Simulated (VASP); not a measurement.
# Li2Se (Fm-3m) in VASP: density of states with PBE

Aim: the density of states of Li2Se with PBE.

Program: VASP 6.6.1. These are calculated values, not measurements. Logs are shortened: lines on timing, memory, paths and dates and some standing lists are left out, and cuts for length are marked.

## 1. The cell of the first run

It takes space group Fm-3m (No. 225, cubic). The conventional cell has a = 5.979 Å, b = 5.979 Å, c = 5.979 Å, α = 90.00°, β = 90.00°, γ = 90.00°. Li (site symmetry -43m) has 4 Se at 2.59 Å and 6 Li at 2.99 Å within 3.4 Å. Within 3.4 Å of Se (site symmetry m-3m) lie 8 Li at 2.59 Å.

## 2. Density of states, PBE

POSCAR reads:

```
Li2Se
1.0
    0.0000000000      2.9893940000      2.9893940000
    2.9893940000      0.0000000000      2.9893940000
    2.9893940000      2.9893940000      0.0000000000
Li Se
2 1
Direct
    0.2500000000      0.2500000000      0.2500000000
    0.7500000000      0.7500000000      0.7500000000
    0.0000000000      0.0000000000      0.0000000000
```

INCAR.step1 reads:

```
PREC     = Accurate       # precision mode
ENCUT    = 650            # plane-wave cutoff, eV
EDIFF    = 1E-6           # SCF threshold, eV
ISMEAR   = -1             # smearing method
SIGMA    = 0.1            # smearing width, eV
LREAL    = F              # projectors in reciprocal space
LASPH    = T              # aspherical terms in the spheres
NELM     = 120            # most SCF steps
ALGO     = Normal         # electronic algorithm
ISIF     = 2              # what is computed and relaxed
LWAVE    = F              # write WAVECAR
LCHARG   = T              # write CHGCAR
GGA      = PE             # functional
NBANDS   = 13             # bands
GGA_COMPAT= F            
NEDOS    = 2001           # points of the DOS
LORBIT   = 11             # projections on sites
```

KPOINTS.step1 reads:

```
Automatic mesh
0
Gamma
  7 7 7
```

INCAR.step2 reads:

```
PREC     = Accurate       # precision mode
ENCUT    = 650            # plane-wave cutoff, eV
EDIFF    = 1E-6           # SCF threshold, eV
ISMEAR   = -5             # smearing method
SIGMA    = 0.1            # smearing width, eV
LREAL    = F              # projectors in reciprocal space
LASPH    = T              # aspherical terms in the spheres
NELM     = 120            # most SCF steps
ALGO     = Normal         # electronic algorithm
ISIF     = 2              # what is computed and relaxed
LWAVE    = F              # write WAVECAR
LCHARG   = F              # write CHGCAR
GGA      = PE             # functional
LORBIT   = 10             # projections on sites
NEDOS    = 2001           # points of the DOS
ICHARG   = 11             # starting density
GGA_COMPAT= F
```

KPOINTS.step2 reads:

```
Automatic mesh
0
Gamma
  11 11 11
```

Potentials or basis: VASP PAW PBE potentials, release 64 (Li_sv, Se).

Command:

```bash
$ cat potpaw_PBE.64/Li_sv/POTCAR potpaw_PBE.64/Se/POTCAR > POTCAR
$ cp INCAR.step1 INCAR
$ cp KPOINTS.step1 KPOINTS
$ mpirun -np 1 vasp_std > vasp.out
$ cp INCAR.step2 INCAR
$ cp KPOINTS.step2 KPOINTS
$ mpirun -np 1 vasp_std > vasp.out
```

OUTCAR:

```text
PREC = Accurate
   ENCUT = 650
   EDIFF = 1E-6
   ISMEAR = -5
   LREAL = F
   LASPH = T
   NELM = 120
   ISIF = 2
   GGA = PE
   LORBIT = 10
   ICHARG = 11

 ion  position               nearest neighbor table
   1  0.250  0.250  0.250-   3 2.59   3 2.59   3 2.59   3 2.59
   2  0.750  0.750  0.750-   3 2.59   3 2.59   3 2.59   3 2.59
   3  0.000  0.000  0.000-   2 2.59   2 2.59   2 2.59   1 2.59   2 2.59   1 2.59   1 2.59   1 2.59

  LATTYP: Found a face centered cubic cell.
 ALAT       =     5.9787880000

  Lattice vectors:

 A1 = (   0.0000000000,   2.9893940000,   2.9893940000)
 A2 = (   2.9893940000,   0.0000000000,   2.9893940000)
 A3 = (   2.9893940000,   2.9893940000,   0.0000000000)

Analysis of symmetry for initial positions (statically):
=====================================================================
 Subroutine PRICEL returns:
 Original cell was already a primitive cell.

 Routine SETGRP: Setting up the symmetry group for a
 face centered cubic supercell.

 Subroutine GETGRP returns: Found 48 space group operations
 (whereof 48 operations were pure point group operations)
 out of a pool of 48 trial point group operations.

The static configuration has the point symmetry O_h .

Analysis of symmetry for dynamics (positions and initial velocities):
=====================================================================
 Subroutine PRICEL returns:
 Original cell was already a primitive cell.

 Routine SETGRP: Setting up the symmetry group for a
 face centered cubic supercell.

 Subroutine GETGRP returns: Found 48 space group operations
 (whereof 48 operations were pure point group operations)
 out of a pool of 48 trial point group operations.

The dynamic configuration has the point symmetry O_h .

 Subroutine INISYM returns: Found 48 space group operations
 (whereof 48 operations are pure point group operations),
 and found     1 'primitive' translations

----------------------------------------------------------------------------------------

                                     Primitive cell

  volume of cell :      53.4293

  direct lattice vectors                    reciprocal lattice vectors
     0.000000000  2.989394000  2.989394000    -0.167257979  0.167257979  0.167257979
     2.989394000  0.000000000  2.989394000     0.167257979 -0.167257979  0.167257979
     2.989394000  2.989394000  0.000000000     0.167257979  0.167257979 -0.167257979

  length of vectors
     4.227641538  4.227641538  4.227641538     0.289699318  0.289699318  0.289699318

[... 101 lines left out ...]
   IALGO  =     38    algorithm
   IMIX   =      4    mixing-type and parameters
     AMIX     =   0.40;   BMIX     =  1.00
     AMIX_MAG =   1.60;   BMIX_MAG =  1.00
  volume/ion in A,a.u.               =      17.81       120.19
  Fermi-wavevector in a.u.,A,eV,Ry     =   0.995120  1.880504 13.473355  0.990264
  Thomas-Fermi vector in A             =   2.127118
   LORBIT       =     10    0 simple, 1 ext, 2 COOP (PROOUT), +10 PAW based schemes
   GGA     = PE    functional components
   LHFCALC =     F    Hartree Fock is set to
   AEXX    =    0.0000 exact exchange contribution
   IVDW    =     0    specifies the selected vdW correction
   LEPSILON=     F    determine dielectric tensor
   LRPA    =     F    only Hartree local field effects (RPA)
 non-spin polarized calculation
 Fermi weights with tetrahedron method with Bloechl corrections
  energy-cutoff  :      650.00
  volume of cell :       53.43
 maximum number of plane-waves:      2025

 number of electron      11.9999995 magnetization

 Free energy of the ion-electron system (eV)
  ---------------------------------------------------
  ext. energy  EPLUGINS =         0.00000000
  ---------------------------------------------------
  free energy    TOTEN  =       -11.13060950 eV

  energy without entropy =      -11.13060950  energy(sigma->0) =      -11.13060950

 E-fermi :   1.0769     XC(G=0):  -8.3101

 val. band max:        1.0711021046   @ k =   0.0000   0.0000   0.0000
 cond. band min:       4.0900632832   @ k =   0.4545   0.4545   0.0000
 fundamental gap:      3.0189611786
 Fermi energy:         1.0769235533

 k-point     1 :       0.0000    0.0000    0.0000
  band No.  band energies     occupation
      1     -43.6234      2.00000
      2     -43.5981      2.00000
      3     -10.3520      2.00000
      4       1.0711      2.00000
      5       1.0711      2.00000
      6       1.0711      2.00000
      7       4.5136      0.00000
      8       6.6965      0.00000
      9       6.6965      0.00000
     10       6.6965      0.00000
[... 287 lines left out ...]
 k-point    24 :      -0.1818    0.1818    0.0000
  band No.  band energies     occupation
      1     -43.6181      2.00000
      2     -43.6028      2.00000
      3     -10.1155      2.00000
      4      -0.8070      2.00000
      5       0.1086      2.00000
      6       0.7987      2.00000
      7       6.1695      0.00000
      8       7.2708      0.00000
      9       7.7383      0.00000
     10       8.0490      0.00000

 [... further k-points ...]

------------------------ aborting loop because EDIFF is reached ----------------------------------------

  FORCE on cell =-STRESS in cart. coord.  units (eV):
  Direction    XX          YY          ZZ          XY          YZ          ZX
  --------------------------------------------------------------------------------------
  -------------------------------------------------------------------------------------
  Total        0.1236737      0.1236737      0.1236737      0.0000000      0.0000000      0.0000000
  in kB        3.7085858      3.7085858      3.7085858      0.0000000      0.0000000      0.0000000
  external PRESSURE =       3.7085858 kB  Pullay stress =       0.0000000 kB

 VOLUME and BASIS-vectors are now :
 -----------------------------------------------------------------------------
  energy-cutoff  :      650.00
  volume of cell :       53.43
      direct lattice vectors                 reciprocal lattice vectors
     0.000000000  2.989394000  2.989394000    -0.167257979  0.167257979  0.167257979
     2.989394000  0.000000000  2.989394000     0.167257979 -0.167257979  0.167257979
     2.989394000  2.989394000  0.000000000     0.167257979  0.167257979 -0.167257979

 POSITION                                       TOTAL-FORCE (eV/Angst)
 -----------------------------------------------------------------------------------
      1.49470      1.49470      1.49470        -0.000000     -0.000000     -0.000000
      4.48409      4.48409      4.48409         0.000000      0.000000      0.000000
      0.00000      0.00000      0.00000         0.000000     -0.000000      0.000000
 -----------------------------------------------------------------------------------
    total drift:                                0.000000      0.000000      0.000000

  FREE ENERGIE OF THE ION-ELECTRON SYSTEM (eV)
  ---------------------------------------------------
  free  energy   TOTEN  =       -11.1306094965 eV

  energy  without entropy=      -11.1306094965  energy(sigma->0) =      -11.13060950

 total charge

# of ion       s       p       d       tot
------------------------------------------
    1        2.020   0.054   0.000   2.073
    2        2.020   0.054   0.000   2.073
    3        1.420   2.506   0.004   3.930
--------------------------------------------------
tot          5.459   2.613   0.004   8.077
```

OUTCAR.step1:

```text
PREC = Accurate
   ENCUT = 650
   EDIFF = 1E-6
   ISMEAR = -1
   LREAL = F
   LASPH = T
   NELM = 120
[... 540 lines left out ...]
    total drift:                                0.000000      0.000000      0.000000

  FREE ENERGIE OF THE ION-ELECTRON SYSTEM (eV)
  ---------------------------------------------------
  free  energy   TOTEN  =       -11.1305355947 eV

  energy  without entropy=      -11.1305355617  energy(sigma->0) =      -11.13053558

 total charge

# of ion       s       p       d       tot
------------------------------------------
    1        2.020   0.054   0.000   2.073
    2        2.020   0.054   0.000   2.073
    3        1.420   2.506   0.004   3.930
--------------------------------------------------
tot          5.459   2.613   0.004   8.077
```

OSZICAR.step1:

```text
N       E                     dE             d eps       ncg     rms          rms(c)
DAV:   1     0.496439445972E+02    0.49644E+02   -0.61487E+03   520   0.106E+03
DAV:   2    -0.334154835729E+01   -0.52985E+02   -0.50088E+02   625   0.206E+02
DAV:   3    -0.111887787905E+02   -0.78472E+01   -0.78012E+01  1015   0.479E+01
DAV:   4    -0.113089870382E+02   -0.12021E+00   -0.12018E+00   626   0.925E+00
DAV:   5    -0.113113950818E+02   -0.24080E-02   -0.24080E-02   835   0.102E+00    0.276E+00
DAV:   6    -0.111370629064E+02    0.17433E+00   -0.23583E-01   649   0.190E+00    0.170E+00
DAV:   7    -0.111224633295E+02    0.14600E-01   -0.11239E-01   692   0.145E+00    0.738E-01
DAV:   8    -0.111303376850E+02   -0.78744E-02   -0.16889E-02   678   0.730E-01    0.252E-01
DAV:   9    -0.111302613027E+02    0.76382E-04   -0.44923E-04   729   0.135E-01    0.183E-01
DAV:  10    -0.111305250136E+02   -0.26371E-03   -0.70074E-04   590   0.130E-01    0.828E-02
DAV:  11    -0.111305297842E+02   -0.47706E-05   -0.42089E-05   770   0.414E-02    0.233E-02
DAV:  12    -0.111305399464E+02   -0.10162E-04   -0.15774E-05   630   0.213E-02    0.292E-02
DAV:  13    -0.111305357195E+02    0.42269E-05   -0.25246E-06   640   0.110E-02    0.375E-03
DAV:  14    -0.111305355947E+02    0.12482E-06   -0.97394E-08   385   0.234E-03
   1 F= -.11130536E+02 E0= -.11130536E+02  d E =-.330190E-07
```

Run time: 69 s. Hardware: 1 thread of Intel Xeon 6975P-C, shared host; peak memory 0.21 GiB.

What came out:

| Item | Value |
| --- | --- |
| Valence electrons inside the program's atomic spheres | Li 2.07; Se 3.93 |
